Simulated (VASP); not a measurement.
# TmB3Au: relaxation of shape and atoms at fixed volume with PBE

The system is TmB3Au.

```
CELL_PARAMETERS angstrom
4.87580 0.00000 0.00000
-2.43790 4.22257 0.00000
0.00000 0.00000 5.16902
ATOMIC_POSITIONS crystal
Tm 0.33333 0.66667 0.75000
Tm 0.66667 0.33333 0.25000
B 0.22236 0.77764 0.25000
B 0.44471 0.22236 0.75000
B 0.22236 0.44471 0.25000
B 0.77764 0.22236 0.75000
B 0.55529 0.77764 0.25000
B 0.77764 0.55529 0.75000
Au 0.00000 0.00000 0.00000
Au 0.00000 0.00000 0.50000
```

* Program: VASP 6.6.1
* Task: relaxation of shape and atoms at fixed volume
* Functional: PBE
* Potentials or basis: VASP PAW PBE potentials, release 64 (Tm, B, Au)
* Cutoff: 600 eV
* k mesh: 6 × 6 × 6
* Occupations: gaussian, width 0.1 eV
* Spin: no spin polarisation
* Dipole correction: no
* Further INCAR settings: ALGO = Normal; EDIFF = 1e-06; IBRION = 2; EDIFFG = -0.01; NSW = 50; ISIF = 4

| Quantity | Value |
| --- | --- |
| Energy gained by relaxing | 0.6 meV/atom |
| Ionic steps | 13 |
| Pressure after relaxing | 26.4 GPa |
| Largest force after relaxing | 0.010 eV/Å |
| Band gap on the k mesh | zero (bands 43 and 44 overlap by 0.27 eV) |

Forces in eV/Å, atoms in the order of the input:
```
Tm   0.000  0.000  0.000
Tm   0.000  0.000  0.000
B    0.009 -0.005  0.000
B    0.009  0.005  0.000
B    0.000  0.010  0.000
B   -0.009  0.005  0.000
B   -0.009 -0.005  0.000
B    0.000 -0.010  0.000
Au   0.000  0.000  0.000
Au   0.000  0.000  0.000
```

Stress tensor (GPa, compression positive):
```
26.31  0.00  0.00
 0.00 26.31  0.00
 0.00  0.00 26.54
```

Step by step:
| step | energy change (eV) | largest force (eV/Å) | pressure (GPa) | volume (Å³) |
| --- | --- | --- | --- | --- |
| 1 | 0.0000 | 0.2403 | 26.89 | 106.42 |
| 2 | 0.0067 | 0.4297 | 25.98 | 106.42 |
| 3 | -0.0052 | 0.0256 | 26.40 | 106.42 |
| 4 | -0.0052 | 0.0316 | 26.46 | 106.42 |
| 5 | -0.0052 | 0.0370 | 26.40 | 106.42 |
| 6 | -0.0021 | 0.2361 | 26.08 | 106.42 |
| 7 | -0.0052 | 0.0431 | 26.38 | 106.42 |
| 8 | -0.0056 | 0.0172 | 26.36 | 106.42 |
| 9 | -0.0056 | 0.0143 | 26.86 | 106.42 |
| 10 | -0.0055 | 0.0020 | 26.42 | 106.42 |
| 11 | -0.0055 | 0.0038 | 26.31 | 106.42 |
| 12 | -0.0056 | 0.0081 | 26.42 | 106.42 |
| 13 | -0.0056 | 0.0100 | 26.39 | 106.42 |

Final structure:
```
Tm B Au
1.0
     4.88554    0.00000    0.00000
    -2.44277    4.23100    0.00000
     0.00000    0.00000    5.14845
Tm B Au
2 6 2
Direct
  0.33333 0.66667 0.75000
  0.66667 0.33333 0.25000
  0.22195 0.77805 0.25000
  0.44390 0.22195 0.75000
  0.22195 0.44390 0.25000
  0.77805 0.22195 0.75000
  0.55610 0.77805 0.25000
  0.77805 0.55610 0.75000
  0.00000 0.00000 0.00000
  0.00000 0.00000 0.50000
```

Levels at points of the mesh, in eV from the Fermi level:
```
           k point  band 40  band 41  band 42  band 43  band 44  band 45  band 46  band 47
(0.00, 0.00, 0.00)    -0.24    -0.23     0.15     0.15     0.31     0.83     0.83     1.88
(0.50, 0.00, 0.00)    -0.21    -0.21    -0.20    -0.09    -0.03    -0.02     1.35     2.80
(0.00, 0.00, 0.50)    -0.26    -0.19    -0.19     0.17     0.17     0.17     0.17     4.56
(0.50, 0.00, 0.50)    -0.20    -0.18    -0.18     0.15     0.15     0.79     0.79     3.20
```

It took 42 min on 1 thread of AMD EPYC 7R13 Processor (Zen 3), on a shared host, peak memory 0.36 GiB.

Caveat: spin-orbit coupling is left out, which moves the levels of the heavy elements; semilocal functionals describe open f shells poorly, which spoils levels, moments and volumes. Spin polarisation is off, so any magnetic state and its effect on volume and gap are missing.
